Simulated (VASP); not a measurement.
A run of VASP 6.6.1 is set up as follows.

The input INCAR:

```
PREC = Accurate ; ENCUT = 520
EDIFF = 1E-7 ; ISMEAR = 0
SIGMA = 0.15 ; LREAL = False
LASPH = True ; NELM = 100
ALGO = Fast ; ISIF = 2
LWAVE = False ; LCHARG = False
GGA = CA ; NBANDS = 18
```

KPOINTS

```
regular mesh
0
Gamma
  12 12 12
```

POSCAR

```
Al3Cu
1.0
    3.7667817243      0.0000000000      0.0000000000
    0.0000000000      3.7667817243      0.0000000000
    0.0000000000      0.0000000000      4.2526965667
Al Cu
3 1
Direct
    0.0000000000      0.5000000000      0.5000000000
    0.5000000000      0.0000000000      0.5000000000
    0.5000000000      0.5000000000      0.0000000000
    0.0000000000      0.0000000000      0.0000000000
```

Potentials or basis: VASP PAW LDA potentials, release 64 (Al, Cu).

Command:

```sh
$ cat potpaw_LDA.64/Al/POTCAR potpaw_LDA.64/Cu/POTCAR > POTCAR
$ mpirun -np 1 vasp_std > vasp.out
```

Task: Estimate the pressure.

Result: -3.5 GPa.

Task: Estimate the band gap on the k mesh.

Result: Zero (band 10 reaches 9.85 eV, above the bottom of band 11 at 5.97 eV).

Stress tensor (GPa, compression positive):
```
-0.37  0.00  0.00
 0.00 -0.37  0.00
 0.00  0.00 -9.86
```
